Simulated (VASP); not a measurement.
# AlO2 (Pnma) in VASP: single point with PBE

Aim: the single point of AlO2 with PBE.

All numbers are computed with VASP 6.6.1; they aren't measurements. Logs are shortened: lines on timing, memory, paths and dates and some standing lists are left out, and cuts for length are marked.

## (1) The cell of the first run

The structure is orthorhombic, space group Pnma (No. 62). Conventional cell: a = 9.440 Å, b = 2.840 Å, c = 4.420 Å, α = 90.00°, β = 90.00°, γ = 90.00°. Al (site symmetry m) has 6 O at 1.87 to 1.96 Å within 2.5 Å. O (site symmetry m) has 3 Al at 1.87 to 1.88 Å and 2 O at 2.53 to 2.58 Å within 2.6 Å. Within 2.6 Å of O (site symmetry m) lie 3 Al at 1.95 to 1.96 Å and 4 O at 2.34 to 2.58 Å.

## (2) Single point, PBE

Input file INCAR:

```
SYSTEM = AlO2
PREC = Accurate
ENCUT = 520
EDIFF = 1E-6
ISMEAR = -1
SIGMA = 0.05
LREAL = .False.
LASPH = .True.
NELM = 100
ALGO = Normal
ISIF = 2
LWAVE = .False.
LCHARG = .False.
GGA = PE
NBANDS = 42
```

Input file KPOINTS:

```
Automatic mesh
0
Gamma
  4 12 8
  0 0 0
```

Input file POSCAR:

```
AlO2
1.0
    9.4400000000      0.0000000000      0.0000000000
    0.0000000000      2.8400000000      0.0000000000
    0.0000000000      0.0000000000      4.4200000000
Al O
4 8
Direct
    0.1427888884      0.2500000000      0.9144363466
    0.8572111116      0.7500000000      0.0855636534
    0.3572111116      0.7500000000      0.4144363466
    0.6427888884      0.2500000000      0.5855636534
    0.8040939522      0.2500000000      0.3395444389
    0.1959060478      0.7500000000      0.6604555611
    0.6959060478      0.7500000000      0.8395444389
    0.3040939522      0.2500000000      0.1604555611
    0.9398865732      0.2500000000      0.8342114654
    0.0601134268      0.7500000000      0.1657885346
    0.5601134268      0.7500000000      0.3342114654
    0.4398865732      0.2500000000      0.6657885346
```

Potentials or basis: VASP PAW PBE potentials, release 64 (Al, O).

On the command line:

```bash
> cat potpaw_PBE.64/Al/POTCAR potpaw_PBE.64/O/POTCAR > POTCAR
> mpirun -np 1 vasp_std > vasp.out
```

OUTCAR:

```text
SYSTEM = AlO2
   PREC = Accurate
   ENCUT = 520
   EDIFF = 1E-6
   ISMEAR = -1
   LREAL = .False.
   LASPH = .True.
   NELM = 100
   ISIF = 2
   GGA = PE

 ion  position               nearest neighbor table
   1  0.143  0.250  0.914-   8 1.87   6 1.88   6 1.88   9 1.95  10 1.96  10 1.96   2 3.14   2 3.14
                             3 3.32   3 3.32   3 3.32   3 3.32
   2  0.857  0.750  0.086-   7 1.87   5 1.88   5 1.88  10 1.95   9 1.96   9 1.96   1 3.14   1 3.14
                             4 3.32   4 3.32   4 3.32   4 3.32
   3  0.357  0.750  0.414-   6 1.87   8 1.88   8 1.88  11 1.95  12 1.96  12 1.96   4 3.14   4 3.14
                             1 3.32   1 3.32   1 3.32   1 3.32
   4  0.643  0.250  0.586-   5 1.87   7 1.88   7 1.88  12 1.95  11 1.96  11 1.96   3 3.14   3 3.14
                             2 3.32   2 3.32   2 3.32   2 3.32
   5  0.804  0.250  0.340-   4 1.87   2 1.88   2 1.88
   6  0.196  0.750  0.660-   3 1.87   1 1.88   1 1.88
   7  0.696  0.750  0.840-   2 1.87   4 1.88   4 1.88
   8  0.304  0.250  0.160-   1 1.87   3 1.88   3 1.88
   9  0.940  0.250  0.834-   1 1.95   2 1.96   2 1.96
  10  0.060  0.750  0.166-   2 1.95   1 1.96   1 1.96
  11  0.560  0.750  0.334-   3 1.95   4 1.96   4 1.96
  12  0.440  0.250  0.666-   4 1.95   3 1.96   3 1.96

  LATTYP: Found a simple orthorhombic cell.
 ALAT       =     2.8400000000
 B/A-ratio  =     1.5563380282
 C/A-ratio  =     3.3239436620

  Lattice vectors:

 A1 = (   0.0000000000,   2.8400000000,   0.0000000000)
 A2 = (   0.0000000000,   0.0000000000,   4.4200000000)
 A3 = (   9.4400000000,   0.0000000000,   0.0000000000)

Analysis of symmetry for initial positions (statically):
=====================================================================
 Subroutine PRICEL returns:
 Original cell was already a primitive cell.

 Routine SETGRP: Setting up the symmetry group for a
 simple orthorhombic supercell.

 Subroutine GETGRP returns: Found  8 space group operations
 (whereof  2 operations were pure point group operations)
 out of a pool of  8 trial point group operations.

The static configuration has the point symmetry S_2 .
 The point group associated with its full space group is D_2h.

Analysis of symmetry for dynamics (positions and initial velocities):
=====================================================================
 Subroutine PRICEL returns:
 Original cell was already a primitive cell.

 Routine SETGRP: Setting up the symmetry group for a
 simple orthorhombic supercell.

 Subroutine GETGRP returns: Found  8 space group operations
 (whereof  2 operations were pure point group operations)
 out of a pool of  8 trial point group operations.

The dynamic configuration has the point symmetry S_2 .
 The point group associated with its full space group is D_2h.

 Subroutine INISYM returns: Found  8 space group operations
 (whereof  2 operations are pure point group operations),
 and found     1 'primitive' translations

----------------------------------------------------------------------------------------

                                     Primitive cell

  volume of cell :     118.4984

  direct lattice vectors                    reciprocal lattice vectors
     9.440000000  0.000000000  0.000000000     0.105932203  0.000000000  0.000000000
     0.000000000  2.840000000  0.000000000     0.000000000  0.352112676  0.000000000
     0.000000000  0.000000000  4.420000000     0.000000000  0.000000000  0.226244344

  length of vectors
     9.440000000  2.840000000  4.420000000     0.105932203  0.352112676  0.226244344

  position of ions in fractional coordinates (direct lattice)
     0.142788888  0.250000000  0.914436347
     0.857211112  0.750000000  0.085563653
     0.357211112  0.750000000  0.414436347
     0.642788888  0.250000000  0.585563653
     0.804093952  0.250000000  0.339544439
     0.195906048  0.750000000  0.660455561
     0.695906048  0.750000000  0.839544439
     0.304093952  0.250000000  0.160455561
     0.939886573  0.250000000  0.834211465
     0.060113427  0.750000000  0.165788535
     0.560113427  0.750000000  0.334211465
     0.439886573  0.250000000  0.665788535

  ion indices of the primitive-cell ions
   primitive index   ion index
                 1           1
                 2           2
                 3           3
                 4           4
                 5           5
                 6           6
                 7           7
                 8           8
                 9           9
                10          10
                11          11
                12          12

----------------------------------------------------------------------------------------

 KPOINTS: Automatic mesh

Automatic generation of k-mesh.
 Grid dimensions read from file:
 generate k-points for:    4   12    8

 Generating k-lattice:

  Cartesian coordinates                     Fractional coordinates (reciprocal lattice)
     0.026483051  0.000000000  0.000000000     0.250000000  0.000000000  0.000000000
     0.000000000  0.029342723  0.000000000     0.000000000  0.083333333  0.000000000
     0.000000000  0.000000000  0.028280543     0.000000000  0.000000000  0.125000000

  Length of vectors
     0.026483051  0.029342723  0.028280543

  Shift w.r.t. Gamma in fractional coordinates (k-lattice)
     0.000000000  0.000000000  0.000000000

 Subroutine IBZKPT returns following result:
 ===========================================

 Found    105 irreducible k-points:

 Following reciprocal coordinates:
            Coordinates               Weight
  0.000000  0.000000  0.000000      1.000000
  0.250000  0.000000  0.000000      2.000000
  0.500000  0.000000  0.000000      1.000000
  0.000000  0.083333  0.000000      2.000000
  0.250000  0.083333  0.000000      4.000000
  0.500000  0.083333  0.000000      2.000000
[... 16 lines left out ...]
  0.250000  0.000000  0.125000      4.000000
  0.500000  0.000000  0.125000      2.000000
 [... further k-points ...]
   k-points           NKPTS =    105   k-points in BZ     NKDIM =    105   number of bands    NBANDS=     42
   number of dos      NEDOS =    301   number of ions     NIONS =     12
   total plane-waves  NPLWV =  60480
   dimension x,y,z NGX =    70 NGY =   24 NGZ =   36
   dimension x,y,z NGXF=   140 NGYF=   48 NGZF=   72
   ions per type =               4   8
   NGX,Y,Z   is equivalent  to a cutoff of  12.33, 14.05, 13.54 a.u.
   NGXF,Y,Z  is equivalent  to a cutoff of  24.66, 28.10, 27.08 a.u.
 SYSTEM =  AlO2
   PREC   = accura    normal or accurate (medium, high low for compatibility)
   ISTART =      0    job   : 0-new  1-cont  2-samecut
   ICHARG =      2    charge: 1-file 2-atom 10-const
   ISPIN  =      1    spin polarized calculation?
   LNONCOLLINEAR =      F non collinear calculations
   LSORBIT =      F    spin-orbit coupling
   LASPH  =      T    aspherical Exc in radial PAW
   ENCUT  =  520.0 eV  38.22 Ry    6.18 a.u.  17.55  5.28  8.22*2*pi/ulx,y,z
   NELM   =    100;   NELMIN=  2; NELMDL= -5     # of ELM steps
   EDIFF  = 0.1E-05   stopping-criterion for ELM
   LREAL  =      F    real-space projection
   EDIFFG = 0.1E-04   stopping-criterion for IOM
   NSW    =      0    number of steps for IOM
   IBRION =     -1    ionic relax: 0-MD 1-quasi-New 2-CG
   NFREE  =      0    steps in history (QN), initial steepest desc. (CG)
   ISIF   =      2    stress and relaxation
   ISYM   =      2    0-nonsym 1-usesym 2-fastsym
   POTIM  = 0.5000    time-step for ionic-motion
   TEBEG  =    0.0;   TEEND  =   0.0 temperature during run
   PSTRESS=    0.0 pullay stress
   NELECT =      60.0000    total number of electrons
   NUPDOWN=      -1.0000    fix difference up-down
   EMIN   =  10.00;   EMAX   =-10.00  energy-range for DOS
   EFERMI =   0.00;   METHOD = LEGACY
   ISMEAR =    -1;   SIGMA  =   0.05  broadening in eV -4-tet -1-fermi 0-gaus
   EFERMI_NEDOS =   21; number of points for ismear=-14 and -15
   IALGO  =     38    algorithm
   IMIX   =      4    mixing-type and parameters
     AMIX     =   0.40;   BMIX     =  1.00
     AMIX_MAG =   1.60;   BMIX_MAG =  1.00
  volume/ion in A,a.u.               =       9.87        66.64
  Fermi-wavevector in a.u.,A,eV,Ry     =   1.304831  2.465774 23.165073  1.702585
  Thomas-Fermi vector in A             =   2.435741
   LORBIT       =      0    0 simple, 1 ext, 2 COOP (PROOUT), +10 PAW based schemes
   GGA     = PE    functional components
   LHFCALC =     F    Hartree Fock is set to
   AEXX    =    0.0000 exact exchange contribution
   IVDW    =     0    specifies the selected vdW correction
   LEPSILON=     F    determine dielectric tensor
   LRPA    =     F    only Hartree local field effects (RPA)
 non-spin polarized calculation
  energy-cutoff  :      520.00
  volume of cell :      118.50
 maximum number of plane-waves:      3216
   NGX = 35   NGY = 11   NGZ = 17

 number of electron      60.0000037 magnetization

 Free energy of the ion-electron system (eV)
  ---------------------------------------------------
  ext. energy  EPLUGINS =         0.00000000
  ---------------------------------------------------
  free energy    TOTEN  =       -79.83689481 eV

  energy without entropy =      -79.79279748  energy(sigma->0) =      -79.81484615

 E-fermi :   3.5305     XC(G=0): -10.7261

 val. band max:        3.5190953278   @ k =   0.2500   0.4167   0.0000
 cond. band min:       3.5351445510   @ k =   0.2500   0.4167   0.0000
 fundamental gap:      0.0160492232
 Fermi energy:         3.5305156565

 k-point     1 :       0.0000    0.0000    0.0000
  band No.  band energies     occupation
      1     -15.4767      2.00000
      2     -14.8902      2.00000
      3     -14.4818      2.00000
      4     -13.3858      2.00000
      5     -13.0761      2.00000
      6     -12.9908      2.00000
[... 34 lines left out ...]
     41      16.4637      0.00000
     42      16.8219      0.00000
[... 994 lines left out ...]
      2     -15.2439      2.00000
      3     -13.8830      2.00000
      4     -13.8830      2.00000
      5     -13.0813      2.00000
      6     -13.0813      2.00000
[... 34 lines left out ...]
     41      17.0469      0.00000
     42      17.0913      0.00000

 [... further k-points ...]

------------------------ aborting loop because EDIFF is reached ----------------------------------------

  FORCE on cell =-STRESS in cart. coord.  units (eV):
  Direction    XX          YY          ZZ          XY          YZ          ZX
  --------------------------------------------------------------------------------------
  -------------------------------------------------------------------------------------
  Total       -1.8093070      1.8804447     -5.7453831      0.0000000      0.0000000      0.0000000
  in kB      -24.4630300     25.4248583    -77.6813866      0.0000000      0.0000000      0.0000000
  external PRESSURE =     -25.5731861 kB  Pullay stress =       0.0000000 kB

 VOLUME and BASIS-vectors are now :
 -----------------------------------------------------------------------------
  energy-cutoff  :      520.00
  volume of cell :      118.50
      direct lattice vectors                 reciprocal lattice vectors
     9.440000000  0.000000000  0.000000000     0.105932203  0.000000000  0.000000000
     0.000000000  2.840000000  0.000000000     0.000000000  0.352112676  0.000000000
     0.000000000  0.000000000  4.420000000     0.000000000  0.000000000  0.226244344

 POSITION                                       TOTAL-FORCE (eV/Angst)
 -----------------------------------------------------------------------------------
      1.34793      0.71000      4.04181         0.001516     -0.000000     -0.006144
      8.09207      2.13000      0.37819        -0.001516     -0.000000      0.006144
      3.37207      2.13000      1.83181        -0.001516      0.000000     -0.006144
      6.06793      0.71000      2.58819         0.001516      0.000000      0.006144
      7.59065      0.71000      1.50079        -0.010225      0.000000     -0.001078
      1.84935      2.13000      2.91921         0.010225     -0.000000      0.001078
      6.56935      2.13000      3.71079         0.010225      0.000000     -0.001078
      2.87065      0.71000      0.70921        -0.010225     -0.000000      0.001078
      8.87253      0.71000      3.68721        -0.001822     -0.000000     -0.003369
      0.56747      2.13000      0.73279         0.001822      0.000000      0.003369
      5.28747      2.13000      1.47721         0.001822     -0.000000     -0.003369
      4.15253      0.71000      2.94279        -0.001822     -0.000000      0.003369
 -----------------------------------------------------------------------------------
    total drift:                                0.000000      0.000000      0.000000

  FREE ENERGIE OF THE ION-ELECTRON SYSTEM (eV)
  ---------------------------------------------------
  free  energy   TOTEN  =       -79.8368948085 eV

  energy  without entropy=      -79.7927974849  energy(sigma->0) =      -79.81484615
```

Wall time 16 min (1 thread of Intel Xeon 8259CL, shared host); peak memory 0.47 GiB.

What came out:

```yaml
Free_energy: -79.8369 eV
Pressure: -2.6 GPa
Largest_force: 0.010 eV/Å
Band_gap_on_the_k_mesh: zero (bands 30 and 31 overlap by 0.30 eV)
```

Forces on the atoms (eV/Å):
```
Al   0.002  0.000 -0.006
Al  -0.002  0.000  0.006
Al  -0.002  0.000 -0.006
Al   0.002  0.000  0.006
O   -0.010  0.000 -0.001
O    0.010  0.000  0.001
O    0.010  0.000 -0.001
O   -0.010  0.000  0.001
O   -0.002  0.000 -0.003
O    0.002  0.000  0.003
O    0.002  0.000 -0.003
O   -0.002  0.000  0.003
```

Levels at points of the mesh, in eV from the Fermi level:
```
           k point  band 27  band 28  band 29  band 30  band 31  band 32  band 33  band 34
(0.00, 0.00, 0.00)    -0.87    -0.24    -0.21     0.21     0.30     0.30     6.50     8.73
(0.50, 0.00, 0.00)    -0.22    -0.22    -0.16    -0.16     0.23     0.23     7.35     7.35
(0.00, 0.50, 0.00)    -1.22    -1.22    -0.31    -0.31     0.15     0.15    10.13    10.13
(0.50, 0.50, 0.00)    -1.39    -1.39    -0.05    -0.05    -0.05    -0.05    10.63    10.63
(0.00, 0.00, 0.50)    -0.62    -0.62    -0.24    -0.24     0.11     0.11     8.60     8.60
(0.50, 0.00, 0.50)    -0.74    -0.74    -0.25    -0.25     0.15     0.15     8.96     8.96
(0.00, 0.50, 0.50)    -0.73    -0.73    -0.52    -0.52     0.09     0.09    10.00    10.00
(0.50, 0.50, 0.50)    -1.12    -1.12    -0.09    -0.09    -0.09    -0.09    10.38    10.38
```

Caveat: the stress differs along the axes, from -8 to 3 GPa.
